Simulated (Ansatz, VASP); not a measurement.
# Ba in VASP and in Ansatz

INCAR

```
SYSTEM = Ba
PREC = Accurate
ENCUT = 520
EDIFF = 1E-6
ISMEAR = -1
SIGMA = 0.1
LREAL = .FALSE.
LASPH = .TRUE.
NELM = 80
ALGO = Normal
ISIF = 2
LWAVE = .FALSE.
LCHARG = .FALSE.
GGA = PE
NBANDS = 11
```

KPOINTS

```
Automatic mesh
0
G
  10 10 10
  0 0 0
```

The input POSCAR:

```
Ba
1.0
    0.0000000000      2.5565635104      2.5565635104
    2.5565635104      0.0000000000      2.5565635104
    2.5565635104      2.5565635104      0.0000000000
Ba
1
Direct
    0.0000000000      0.0000000000      0.0000000000
```

Input for Ansatz:

```yaml
crystal:
  lattice:
    - [0.0, 2.5565635104, 2.5565635104]
    - [2.5565635104, 0.0, 2.5565635104]
    - [2.5565635104, 2.5565635104, 0.0]
  atoms:
    - { symbol: Ba, position: [0.0, 0.0, 0.0] }
kpoints:
  mp_grid: { grid: [10, 10, 10] }
scf:
  occupations: { method: fermi_dirac, width: 0.1 }
hamiltonian:
  xc: pbe
  pseudopotentials: { kind: all_electron, lapw: { basis_error: 0.001 } }
output:
  forces: true
  stress: true
  eigenvalues: true
  populations: true
```

Change from the starting cell: volume scaled by 0.52, LAPW.

Alike in both runs: task single point; functional PBE; k mesh 10 × 10 × 10; occupations fermi-dirac, width 0.1 eV; no spin polarisation.

```csv
,VASP,Ansatz
version,VASP 6.6.1,Ansatz 0.2.0
potentials or method,"VASP PAW PBE potentials, release 64 (Ba_sv), cutoff 520 eV","all-electron LAPW, scalar-relativistic"
```

Ansatz gave:

```
pressure (GPa) : 11.4
```

Question: Estimate VASP's values.

Answer: Pressure (GPa): 13.0.

Ansatz ran all-electron here, and VASP with PAW potentials.

Neither program's run includes spin-orbit coupling.
